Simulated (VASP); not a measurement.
# Sn (Fm-3m) in VASP: further runs, part 2 of 2

VASP 6.6.1. The steps go on from the part before.

## 4. Relaxation of cell and atoms, PBE

This run uses another cell than the first one, of 28.00 Å³/atom, 1.093 times its volume.

INCAR

```
PREC = Accurate
ENCUT = 600
EDIFF = 1E-6
ISMEAR = 0
SIGMA = 0.1
LREAL = False
LASPH = True
NELM = 80
ALGO = Normal
ISIF = 3
LWAVE = False
LCHARG = False
GGA = PE
IBRION = 2
NSW = 80
EDIFFG = -0.01
```

KPOINTS

```
Automatic mesh
0
Gamma
  16 16 16
```

POSCAR

```
Sn
1.0
    0.0000000000      2.4100137824      2.4100137824
    2.4100137824      0.0000000000      2.4100137824
    2.4100137824      2.4100137824      0.0000000000
Sn
1
Direct
    0.0000000000      0.0000000000      0.0000000000
```

Potentials or basis: VASP PAW PBE potentials, release 64 (Sn_d).

Run with:

```console
cat potpaw_PBE.64/Sn_d/POTCAR > POTCAR
mpirun -np 1 vasp_std > vasp.out
```

OUTCAR:

```text
PREC = Accurate
   ENCUT = 600
   EDIFF = 1E-6
   ISMEAR = 0
   LREAL = False
   LASPH = True
   NELM = 80
   ISIF = 3
   GGA = PE
   IBRION = 2
   NSW = 80
   EDIFFG = -0.01

 ion  position               nearest neighbor table
   1  0.000  0.000  0.000-

  LATTYP: Found a face centered cubic cell.
 ALAT       =     4.8200275648

  Lattice vectors:

 A1 = (   0.0000000000,   2.4100137824,   2.4100137824)
 A2 = (   2.4100137824,   0.0000000000,   2.4100137824)
 A3 = (   2.4100137824,   2.4100137824,   0.0000000000)

Analysis of symmetry for initial positions (statically):
=====================================================================
 Subroutine PRICEL returns:
 Original cell was already a primitive cell.

 Routine SETGRP: Setting up the symmetry group for a
 face centered cubic supercell.

 Subroutine GETGRP returns: Found 48 space group operations
 (whereof 48 operations were pure point group operations)
 out of a pool of 48 trial point group operations.

The static configuration has the point symmetry O_h .

Analysis of symmetry for dynamics (positions and initial velocities):
=====================================================================
 Subroutine PRICEL returns:
 Original cell was already a primitive cell.

 Routine SETGRP: Setting up the symmetry group for a
 face centered cubic supercell.

 Subroutine GETGRP returns: Found 48 space group operations
 (whereof 48 operations were pure point group operations)
 out of a pool of 48 trial point group operations.

The dynamic configuration has the point symmetry O_h .

 Subroutine INISYM returns: Found 48 space group operations
 (whereof 48 operations are pure point group operations),
 and found     1 'primitive' translations

----------------------------------------------------------------------------------------

                                     Primitive cell

  volume of cell :      27.9955

  direct lattice vectors                    reciprocal lattice vectors
     0.000000000  2.410013782  2.410013782    -0.207467693  0.207467693  0.207467693
     2.410013782  0.000000000  2.410013782     0.207467693 -0.207467693  0.207467693
     2.410013782  2.410013782  0.000000000     0.207467693  0.207467693 -0.207467693

  length of vectors
     3.408274177  3.408274177  3.408274177     0.359344586  0.359344586  0.359344586

  position of ions in fractional coordinates (direct lattice)
     0.000000000  0.000000000  0.000000000

  ion indices of the primitive-cell ions
   primitive index   ion index
                 1           1

----------------------------------------------------------------------------------------

 KPOINTS: Automatic mesh

Automatic generation of k-mesh.
 Grid dimensions read from file:
 generate k-points for:   16   16   16

 Generating k-lattice:

  Cartesian coordinates                     Fractional coordinates (reciprocal lattice)
    -0.012966731  0.012966731  0.012966731     0.062500000  0.000000000  0.000000000
     0.012966731 -0.012966731  0.012966731     0.000000000  0.062500000  0.000000000
     0.012966731  0.012966731 -0.012966731     0.000000000  0.000000000  0.062500000

  Length of vectors
     0.022459037  0.022459037  0.022459037

  Shift w.r.t. Gamma in fractional coordinates (k-lattice)
     0.000000000  0.000000000  0.000000000

 Subroutine IBZKPT returns following result:
 ===========================================

 Found    145 irreducible k-points:

 Following reciprocal coordinates:
            Coordinates               Weight
  0.000000  0.000000  0.000000      1.000000
  0.062500  0.000000  0.000000      8.000000
  0.125000  0.000000  0.000000      8.000000
  0.187500  0.000000  0.000000      8.000000
  0.250000  0.000000  0.000000      8.000000
  0.312500  0.000000  0.000000      8.000000
[... 16 lines left out ...]
 -0.125000  0.062500  0.000000     24.000000
 -0.062500  0.062500  0.000000     12.000000
 [... further k-points ...]
   k-points           NKPTS =    145   k-points in BZ     NKDIM =    145   number of bands    NBANDS=     11
   number of dos      NEDOS =    301   number of ions     NIONS =      1
   total plane-waves  NPLWV =  21952
   dimension x,y,z NGX =    28 NGY =   28 NGZ =   28
   dimension x,y,z NGXF=    56 NGYF=   56 NGZF=   56
   ions per type =               1
   NGX,Y,Z   is equivalent  to a cutoff of  13.66, 13.66, 13.66 a.u.
   NGXF,Y,Z  is equivalent  to a cutoff of  27.32, 27.32, 27.32 a.u.
 SYSTEM =  unknown system
   PREC   = accura    normal or accurate (medium, high low for compatibility)
   ISTART =      0    job   : 0-new  1-cont  2-samecut
   ICHARG =      2    charge: 1-file 2-atom 10-const
   ISPIN  =      1    spin polarized calculation?
   LNONCOLLINEAR =      F non collinear calculations
   LSORBIT =      F    spin-orbit coupling
   LASPH  =      T    aspherical Exc in radial PAW
   ENCUT  =  600.0 eV  44.10 Ry    6.64 a.u.   6.81  6.81  6.81*2*pi/ulx,y,z
   NELM   =     80;   NELMIN=  2; NELMDL= -5     # of ELM steps
   EDIFF  = 0.1E-05   stopping-criterion for ELM
   LREAL  =      F    real-space projection
   EDIFFG = -.1E-01   stopping-criterion for IOM
   NSW    =     80    number of steps for IOM
   IBRION =      2    ionic relax: 0-MD 1-quasi-New 2-CG
   NFREE  =      1    steps in history (QN), initial steepest desc. (CG)
   ISIF   =      3    stress and relaxation
   ISYM   =      2    0-nonsym 1-usesym 2-fastsym
   POTIM  = 0.5000    time-step for ionic-motion
   TEBEG  =    0.0;   TEEND  =   0.0 temperature during run
   PSTRESS=    0.0 pullay stress
   NELECT =      14.0000    total number of electrons
   NUPDOWN=      -1.0000    fix difference up-down
   EMIN   =  10.00;   EMAX   =-10.00  energy-range for DOS
   EFERMI =   0.00;   METHOD = LEGACY
   ISMEAR =     0;   SIGMA  =   0.10  broadening in eV -4-tet -1-fermi 0-gaus
   EFERMI_NEDOS =   21; number of points for ismear=-14 and -15
   IALGO  =     38    algorithm
   IMIX   =      4    mixing-type and parameters
     AMIX     =   0.40;   BMIX     =  1.00
     AMIX_MAG =   1.60;   BMIX_MAG =  1.00
  volume/ion in A,a.u.               =      28.00       188.92
  Fermi-wavevector in a.u.,A,eV,Ry     =   1.299435  2.455577 22.973873  1.688532
  Thomas-Fermi vector in A             =   2.430699
   LORBIT       =      0    0 simple, 1 ext, 2 COOP (PROOUT), +10 PAW based schemes
   GGA     = PE    functional components
   LHFCALC =     F    Hartree Fock is set to
   AEXX    =    0.0000 exact exchange contribution
   IVDW    =     0    specifies the selected vdW correction
   LEPSILON=     F    determine dielectric tensor
   LRPA    =     F    only Hartree local field effects (RPA)
 conjugate gradient relaxation of ions
 non-spin polarized calculation
 Gauss-broadening in eV      SIGMA  =   0.10
  energy-cutoff  :      600.00
  volume of cell :       28.00
 maximum number of plane-waves:       950
   NGX = 13   NGY = 13   NGZ = 13

 number of electron      13.9999999 magnetization

 Free energy of the ion-electron system (eV)
  ---------------------------------------------------
  ext. energy  EPLUGINS =         0.00000000
  ---------------------------------------------------
  free energy    TOTEN  =        -3.78635046 eV

  energy without entropy =       -3.78263879  energy(sigma->0) =       -3.78449463

 E-fermi :   7.8365     XC(G=0): -10.2258

 val. band max:        7.8148387631   @ k =  -0.3750   0.2500   0.0000
 cond. band min:       7.8431463498   @ k =  -0.3125   0.3125   0.1250
 fundamental gap:      0.0283075867
 Fermi energy:         7.8365278782

 k-point     1 :       0.0000    0.0000    0.0000
  band No.  band energies     occupation
      1     -13.7649      2.00000
      2     -13.7649      2.00000
      3     -13.7649      2.00000
      4     -13.6952      2.00000
      5     -13.6952      2.00000
      6      -3.1371      2.00000
      7      15.2482      0.00000
      8      15.2482      0.00000
      9      15.2482      0.00000
     10      18.3600      0.00000
     11      19.4415      0.00000
[... 309 lines left out ...]
 k-point    24 :      -0.0625    0.0625    0.0000
  band No.  band energies     occupation
      1     -13.7656      2.00000
      2     -13.7584      2.00000
      3     -13.7549      2.00000
      4     -13.6983      2.00000
      5     -13.6922      2.00000
      6      -2.9279      2.00000
      7      13.6588      0.00000
      8      14.1313      0.00000
      9      15.3119      0.00000
     10      17.7424      0.00000
     11      19.5831      0.00000

 [... further k-points ...]

------------------------ aborting loop because EDIFF is reached ----------------------------------------

  FORCE on cell =-STRESS in cart. coord.  units (eV):
  Direction    XX          YY          ZZ          XY          YZ          ZX
  --------------------------------------------------------------------------------------
  -------------------------------------------------------------------------------------
  Total        0.0067229      0.0067229      0.0067229     -0.0000000      0.0000000      0.0000000
  in kB        0.3847511      0.3847511      0.3847511     -0.0000000      0.0000000      0.0000000
  external PRESSURE =       0.3847511 kB  Pullay stress =       0.0000000 kB

 VOLUME and BASIS-vectors are now :
 -----------------------------------------------------------------------------
  energy-cutoff  :      600.00
  volume of cell :       28.00
      direct lattice vectors                 reciprocal lattice vectors
     0.000000000  2.410013782  2.410013782    -0.207467693  0.207467693  0.207467693
     2.410013782  0.000000000  2.410013782     0.207467693 -0.207467693  0.207467693
     2.410013782  2.410013782  0.000000000     0.207467693  0.207467693 -0.207467693

 POSITION                                       TOTAL-FORCE (eV/Angst)
 -----------------------------------------------------------------------------------
      0.00000      0.00000      0.00000         0.000000     -0.000000      0.000000
 -----------------------------------------------------------------------------------
    total drift:                               -0.000000     -0.000000     -0.000000

  FREE ENERGIE OF THE ION-ELECTRON SYSTEM (eV)
  ---------------------------------------------------
  free  energy   TOTEN  =        -3.7863504609 eV

  energy  without entropy=       -3.7826387942  energy(sigma->0) =       -3.78449463

 reached required accuracy - stopping structural energy minimisation
```

OSZICAR:

```text
N       E                     dE             d eps       ncg     rms          rms(c)
DAV:   1     0.755344840603E+02    0.75534E+02   -0.81292E+03  3193   0.204E+03
DAV:   2     0.759434450533E+00   -0.74775E+02   -0.73170E+02  3258   0.344E+02
DAV:   3    -0.369702299000E+01   -0.44565E+01   -0.44119E+01  3712   0.768E+01
DAV:   4    -0.379398834322E+01   -0.96965E-01   -0.96886E-01  3572   0.122E+01
DAV:   5    -0.379781762166E+01   -0.38293E-02   -0.38292E-02  3876   0.232E+00    0.124E+00
DAV:   6    -0.378928827073E+01    0.85294E-02   -0.10883E-02  3876   0.191E+00    0.683E-01
DAV:   7    -0.378646653633E+01    0.28217E-02   -0.73658E-03  3745   0.151E+00    0.888E-02
DAV:   8    -0.378635152741E+01    0.11501E-03   -0.61840E-04  3676   0.489E-01    0.221E-02
DAV:   9    -0.378635078834E+01    0.73907E-06   -0.10464E-05  3970   0.442E-02    0.173E-02
DAV:  10    -0.378635046086E+01    0.32748E-06   -0.51632E-06  3472   0.400E-02
   1 F= -.37863505E+01 E0= -.37844946E+01  d E =-.378635E+01
```

CONTCAR:

```text
Sn
   1.00000000000000
     0.0000000000000000    2.4100137824000001    2.4100137824000001
     2.4100137824000001    0.0000000000000000    2.4100137824000001
     2.4100137824000001    2.4100137824000001    0.0000000000000000
  Sn
     1
Direct
     0.0000000000000000    0.0000000000000000    0.0000000000000000

  0.00000000E+00  0.00000000E+00  0.00000000E+00
```

Wall time 30 s (1 thread of Intel Xeon Platinum 8259CL at 2.50GHz (Skylake/Cascade Lake), shared host); peak memory 0.19 GiB.

What came out:

```
Free energy             : -3.7864 eV
Pressure after relaxing : 0.0 GPa
Band gap on the k mesh  : zero (band 7 reaches 15.25 eV, above the bottom of band 8 at 5.88 eV)
```

Final structure:
```yaml
crystal:
  lattice:
    - [0.00000, 2.41001, 2.41001]
    - [2.41001, 0.00000, 2.41001]
    - [2.41001, 2.41001, 0.00000]
  atoms:
    - { symbol: Sn, position: [0.00000, 0.00000, 0.00000] }
```

Caveat: the relaxation stopped at its first step, so nothing moved; spin-orbit coupling is left out, which moves the levels of the heavy elements.

## 5. Overview

| task | cell | k mesh | cutoff (eV) | gap on the mesh (eV) | pressure (GPa) |
| --- | --- | --- | --- | --- | --- |
| single point | a = 3.308 Å, angles 60.0°, 1 atom | 6 × 6 × 6 | 500 | none | 6.6 |
| relaxation of cell and atoms | relaxed from a = 3.308 Å, angles 60.0°, 1 atom | 16 × 16 × 16 | 600 | none | 0.0 |
| relaxation of cell and atoms | relaxed from a = 3.408 Å, angles 60.0°, 1 atom | 16 × 16 × 16 | 600 | none | 0.0 |

Alike in all rows: level PBE; potentials or basis VASP PAW PBE potentials, release 64 (Sn_d); no spin polarisation; smearing gaussian 0.1 eV.

Caveats: some runs use coarse meshes; spin-orbit coupling is left out, which moves the levels of the heavy elements; the relaxation stopped at its first step, so nothing moved (some runs).

Absolute energies hang on the potentials; compare differences alone.
